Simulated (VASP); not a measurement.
Wanted: the native input for a VASP 6.6.1 run.

```
Task                   : single point
Functional             : PBE
Potentials or basis    : VASP PAW PBE potentials, release 64 (B, N)
Cutoff                 : 520 eV
k mesh                 : 6 × 6 × 1
Occupations            : gaussian, width 0.1 eV
Spin                   : no spin polarisation
Dipole correction      : no
Further INCAR settings : ALGO = Normal; EDIFF = 1e-07; NBANDS = 26
```

The structure of BN lies in POSCAR:

```
BN
1.0
    2.5118657876      0.0001871523      0.0269982462
   -1.2557933514      2.1752062868     -0.0397593733
    0.1763539211     -0.2048376420     16.6607849529
B N
4 4
Direct
   -0.0128693983     -0.0080437454      0.2497599979
    0.0028896747      0.0042206852      0.7500756596
    0.3306434426      0.6640821375     -0.0006249450
    0.3459939609      0.6730711054      0.5007893429
    0.3204696251      0.6586261335      0.2497612669
    0.3362291725      0.6708908603      0.7500758683
    0.6639804534      0.3307509333     -0.0006252376
    0.6793297358      0.3397352236      0.5007880470
```

These files were run (other wordings do the same):

INCAR

```
SYSTEM = BN
  PREC = Accurate
  ENCUT = 520
  EDIFF = 1E-7
  ISMEAR = 0
  SIGMA = 0.1
  LREAL = .FALSE.
  LASPH = .TRUE.
  NELM = 60
  ALGO = Normal
  ISIF = 2
  LWAVE = .FALSE.
  LCHARG = .FALSE.
  GGA = PE
  NBANDS = 26
```

KPOINTS

```
regular mesh
0
G
  6 6 1
  0 0 0
```

Potentials or basis: VASP PAW PBE potentials, release 64 (B, N).

Run with:

```bash
$ cat potpaw_PBE.64/B/POTCAR potpaw_PBE.64/N/POTCAR > POTCAR
$ mpirun -np 1 vasp_std > vasp.out
```

Results of the run:

* Pressure: 0.1 GPa
* Band gap on the k mesh: 4.38 eV

Caveat: the k points lie up to 0.48 Å⁻¹ apart; an odd mesh through Γ misses points on the zone boundary, where band edges can lie.

Run time: 92 s on 1 thread of Intel Xeon 8259CL (shared host), peak memory 0.22 GiB.
